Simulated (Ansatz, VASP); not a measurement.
GaSb in VASP and in Ansatz

The input INCAR:

```
SYSTEM = GaSb
  ALGO = Normal
  EDIFF = 1E-6
  ENCUT = 520
  GGA = PE
  ISIF = 2
  ISMEAR = 0
  LASPH = .TRUE.
  LCHARG = .FALSE.
  LREAL = .FALSE.
  LWAVE = .FALSE.
  NBANDS = 16
  NELM = 60
  PREC = Accurate
  SIGMA = 0.15
```

Contents of KPOINTS:

```
k-points
0
G
  14 14 14
  0 0 0
```

POSCAR

```
GaSb
1.0
    0.0000000000      3.3438388310      3.1698159361
    3.1698159361      0.0000000000      3.1698159361
    3.1698159361      3.3438388310      0.0000000000
Ga Sb
1 1
Direct
    0.0000000000      0.0000000000      0.0000000000
    0.7500000000      0.7500000000      0.7500000000
```

Input for Ansatz:

```yaml
crystal:
  lattice:
    - [0.0, 3.343838831, 3.1698159361]
    - [3.1698159361, 0.0, 3.1698159361]
    - [3.1698159361, 3.343838831, 0.0]
  atoms:
    - { symbol: Ga, position: [0.0, 0.0, 0.0] }
    - { symbol: Sb, position: [0.75, 0.75, 0.75] }
basis:
  ecutwfc: 420
kpoints:
  mp_grid: { grid: [14, 14, 14] }
hamiltonian:
  xc: pbe
  pseudopotentials: { kind: paw, azcp: { folder: soft_1 } }
scf:
  occupations: { method: gaussian, width: 0.15 }
output:
  forces: true
  stress: true
  eigenvalues: true
```

Alike in both runs: task single point; functional PBE; k mesh 14 × 14 × 14; occupations gaussian, width 0.15 eV; no spin polarisation.

|  | VASP | Ansatz |
| --- | --- | --- |
| version | VASP 6.6.1 | Ansatz 0.2.0 |
| potentials or method | VASP PAW PBE potentials, release 64 (Ga_d, Sb), cutoff 520 eV | scalar-relativistic, plane waves, PAW |
| valence electrons in the cell | 18 | 28 |

```csv
,VASP,Ansatz,Ansatz less VASP
gap on the k mesh at the Fermi level (eV),none,none,-
pressure (GPa),-3.8,-3.8,-0.04
"traceless stress, the component that is largest in VASP (GPa)",-1.43,-1.44,-0.003
```

A gap of «none» marks a metal or a gap that the smearing closes. VASP's potentials hold 18 valence electrons a cell and Ansatz's 28, so a difference there can come from the potentials and not from the codes.

Neither program's run includes spin-orbit coupling.
